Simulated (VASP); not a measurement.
Here is a VASP 6.6.1 calculation.

File INCAR:

```
  ALGO = Normal
  EDIFF = 1E-6
  ENCUT = 520
  GGA = PS
  ISIF = 2
  ISMEAR = 0
  LASPH = True
  LCHARG = False
  LREAL = False
  LWAVE = False
  NBANDS = 10
  NELM = 80
  PREC = Accurate
  SIGMA = 0.1
```

KPOINTS

```
k-points
0
Gamma
  6 6 6
```

File POSCAR:

```
Li
1.0
    3.4280768598      0.0000000000      0.0000000000
    0.0000000000      3.4280768598      0.0000000000
    0.0000000000      0.0000000000      3.4280768598
Li
2
Direct
    0.0000000000      0.0000000000      0.0000000000
    0.5000000000      0.5000000000      0.5000000000
```

Potentials or basis: VASP PAW PBE potentials, release 64 (Li_sv).

Launch:

```console
$ cat potpaw_PBE.64/Li_sv/POTCAR > POTCAR
$ mpirun -np 1 vasp_std > vasp.out
```

(1) Estimate the band gap on the k mesh.

## Answers

(1) zero (band 3 reaches 4.04 eV, above the bottom of band 4 at -0.50 eV).
